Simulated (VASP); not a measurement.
# NbCd3 (Pm-3m) in VASP: further runs, part 2 of 2

VASP 6.6.1. The steps go on from the part before.

### Step 5. Single point, PBE

This run uses another cell than the first one, of 19.19 Å³/atom, 1.079 times its volume.

The input, INCAR:

```
SYSTEM = NbCd3
PREC = Accurate
ENCUT = 520
EDIFF = 1E-6
ISMEAR = 1
SIGMA = 0.15
LREAL = .FALSE.
LASPH = .TRUE.
NELM = 60
ALGO = Normal
ISIF = 2
LWAVE = .FALSE.
LCHARG = .FALSE.
GGA = PE
NBANDS = 32
```

The input, KPOINTS:

```
regular mesh
0
G
  6 6 6
  0 0 0
```

The input, POSCAR:

```
NbCd3
1.0
    4.2498362905      0.0000000000      0.0000000000
    0.0000000000      4.2498362905      0.0000000000
    0.0000000000      0.0000000000      4.2498362905
Nb Cd
1 3
Direct
    0.0000000000      0.0000000000      0.0000000000
    0.0000000000      0.5000000000      0.5000000000
    0.5000000000      0.0000000000      0.5000000000
    0.5000000000      0.5000000000      0.0000000000
```

Potentials or basis: VASP PAW PBE potentials, release 64 (Nb_sv, Cd).

On the command line:

```sh
$ cat potpaw_PBE.64/Nb_sv/POTCAR potpaw_PBE.64/Cd/POTCAR > POTCAR
$ mpirun -np 1 vasp_std > vasp.out
```

OUTCAR:

```text
SYSTEM = NbCd3
   PREC = Accurate
   ENCUT = 520
   EDIFF = 1E-6
   ISMEAR = 1
   LREAL = .FALSE.
   LASPH = .TRUE.
   NELM = 60
   ISIF = 2
   GGA = PE

 ion  position               nearest neighbor table
   1  0.000  0.000  0.000-   2 3.01   3 3.01   4 3.01   2 3.01   3 3.01   2 3.01   4 3.01   2 3.01
                             3 3.01   4 3.01   3 3.01   4 3.01
   2  0.000  0.500  0.500-   1 3.01   3 3.01   4 3.01   1 3.01   4 3.01   1 3.01   3 3.01   1 3.01
                             3 3.01   4 3.01   4 3.01   3 3.01
   3  0.500  0.000  0.500-   1 3.01   2 3.01   4 3.01   1 3.01   4 3.01   2 3.01   4 3.01   4 3.01
                             1 3.01   2 3.01   1 3.01   2 3.01
   4  0.500  0.500  0.000-   1 3.01   2 3.01   3 3.01   2 3.01   3 3.01   1 3.01   3 3.01   3 3.01
                             1 3.01   2 3.01   2 3.01   1 3.01

  LATTYP: Found a simple cubic cell.
 ALAT       =     4.2498362905

  Lattice vectors:

 A1 = (   4.2498362905,   0.0000000000,   0.0000000000)
 A2 = (   0.0000000000,   4.2498362905,   0.0000000000)
 A3 = (   0.0000000000,   0.0000000000,   4.2498362905)

Analysis of symmetry for initial positions (statically):
=====================================================================
 Subroutine PRICEL returns:
 Original cell was already a primitive cell.
[... 174 lines left out ...]
 fundamental gap:      0.0734522336
 Fermi energy:         5.0643912880

 k-point     1 :       0.0000    0.0000    0.0000
  band No.  band energies     occupation
      1     -49.8818      2.00000
      2     -25.9412      2.00000
      3     -25.9412      2.00000
      4     -25.9412      2.00000
      5      -4.5714      2.00000
      6      -4.3545      2.00000
[... 689 lines left out ...]
     31       9.2153      0.00000
     32       9.2153      0.00000

------------------------ aborting loop because EDIFF is reached ----------------------------------------

  FORCE on cell =-STRESS in cart. coord.  units (eV):
  Direction    XX          YY          ZZ          XY          YZ          ZX
  --------------------------------------------------------------------------------------
  -------------------------------------------------------------------------------------
  Total        2.2411248      2.2411248      2.2411248      0.0000000      0.0000000      0.0000000
  in kB       46.7799779     46.7799779     46.7799779      0.0000000      0.0000000      0.0000000
  external PRESSURE =      46.7799779 kB  Pullay stress =       0.0000000 kB

 VOLUME and BASIS-vectors are now :
 -----------------------------------------------------------------------------
  energy-cutoff  :      520.00
  volume of cell :       76.76
      direct lattice vectors                 reciprocal lattice vectors
     4.249836291  0.000000000  0.000000000     0.235303181  0.000000000  0.000000000
     0.000000000  4.249836291  0.000000000     0.000000000  0.235303181  0.000000000
     0.000000000  0.000000000  4.249836291     0.000000000  0.000000000  0.235303181

 POSITION                                       TOTAL-FORCE (eV/Angst)
 -----------------------------------------------------------------------------------
      0.00000      0.00000      0.00000         0.000000      0.000000      0.000000
      0.00000      2.12492      2.12492         0.000000      0.000000      0.000000
      2.12492      0.00000      2.12492         0.000000      0.000000      0.000000
      2.12492      2.12492      0.00000         0.000000      0.000000      0.000000
 -----------------------------------------------------------------------------------
    total drift:                                0.000000     -0.000000     -0.000000

  FREE ENERGIE OF THE ION-ELECTRON SYSTEM (eV)
  ---------------------------------------------------
  free  energy   TOTEN  =       -11.8094338415 eV

  energy  without entropy=      -11.8029272833  energy(sigma->0) =      -11.80726499
```

Wall time 18 s (1 thread of Intel Xeon Platinum 8559C (Emerald Rapids), shared host); peak memory 0.19 GiB.

What came out:

* Free energy: -11.8094 eV
* Pressure: 4.7 GPa

Levels at points of the mesh, in eV from the Fermi level:
| k point | band 20 | band 21 | band 22 | band 23 | band 24 | band 25 | band 26 | band 27 | band 28 | band 29 |
| --- | --- | --- | --- | --- | --- | --- | --- | --- | --- | --- |
| (0.00, 0.00, 0.00) | -7.60 | -0.96 | -0.96 | 0.22 | 0.22 | 0.22 | 1.20 | 1.20 | 1.20 | 5.38 |
| (0.50, 0.00, 0.00) | -6.13 | -5.85 | -0.89 | -0.89 | -0.80 | 1.01 | 1.13 | 3.16 | 4.16 | 4.16 |
| (0.50, 0.50, 0.00) | -5.15 | -3.19 | -3.19 | -3.12 | -0.33 | -0.33 | 1.11 | 1.76 | 2.12 | 5.53 |
| (0.50, 0.50, 0.50) | -2.43 | -2.43 | -2.43 | -2.30 | -1.19 | -1.19 | -1.19 | 1.48 | 1.48 | 3.59 |

### Step 6. Single point, PBE

This run uses another cell than the first one, of 19.66 Å³/atom, 1.105 times its volume.

The input, INCAR:

```
  PREC = Accurate
  ENCUT = 520
  EDIFF = 1E-6
  ISMEAR = 1
  SIGMA = 0.15
  LREAL = False
  LASPH = True
  NELM = 100
  ALGO = Normal
  ISIF = 2
  LWAVE = False
  LCHARG = False
  GGA = PE
  NBANDS = 32
```

The input, KPOINTS:

```
Automatic mesh
0
Gamma
  6 6 6
```

The input, POSCAR:

```
NbCd3
1.0
    4.2841106440      0.0000000000      0.0000000000
    0.0000000000      4.2841106440      0.0000000000
    0.0000000000      0.0000000000      4.2841106440
Nb Cd
1 3
Direct
    0.0000000000      0.0000000000      0.0000000000
    0.0000000000      0.5000000000      0.5000000000
    0.5000000000      0.0000000000      0.5000000000
    0.5000000000      0.5000000000      0.0000000000
```

Potentials or basis: VASP PAW PBE potentials, release 64 (Nb_sv, Cd).

On the command line:

```sh
$ cat potpaw_PBE.64/Nb_sv/POTCAR potpaw_PBE.64/Cd/POTCAR > POTCAR
$ mpirun -np 1 vasp_std > vasp.out
```

Run time: 17 s. Hardware: 1 thread of Intel Xeon Platinum 8559C (Emerald Rapids), shared host; peak memory 0.19 GiB.

The run converged. Its results:

```
Free energy : -11.8485 eV
Pressure    : 2.0 GPa
```

Levels at points of the mesh, in eV from the Fermi level:
```tsv
k point	band 20	band 21	band 22	band 23	band 24	band 25	band 26	band 27	band 28	band 29
(0.00, 0.00, 0.00)	-7.59	-0.96	-0.96	0.24	0.24	0.24	1.15	1.15	1.15	5.24
(0.50, 0.00, 0.00)	-6.04	-5.75	-0.86	-0.86	-0.78	0.99	1.09	3.04	4.07	4.07
(0.50, 0.50, 0.00)	-5.04	-3.17	-3.17	-3.05	-0.32	-0.32	1.09	1.69	2.07	5.44
(0.50, 0.50, 0.50)	-2.42	-2.42	-2.42	-2.20	-1.15	-1.15	-1.15	1.43	1.43	3.43
```

### Step 7. Overview

```csv
cell,gap on the mesh (eV),pressure (GPa)
"a = 4.144 Å, 4 atoms",none,15.4
"a = 4.180 Å, 4 atoms",none,11.3
"a = 4.215 Å, 4 atoms",none,7.8
"a = 4.250 Å, 4 atoms",none,4.7
"a = 4.284 Å, 4 atoms",none,2.0
```

Alike in all rows: task single point; level PBE; potentials or basis VASP PAW PBE potentials, release 64 (Nb_sv, Cd); no spin polarisation; k mesh 6 × 6 × 6; cutoff (eV) 520; smearing methfessel-paxton 0.15 eV.

Total energies depend on the potentials used, so only differences within one code and one set of settings carry meaning.
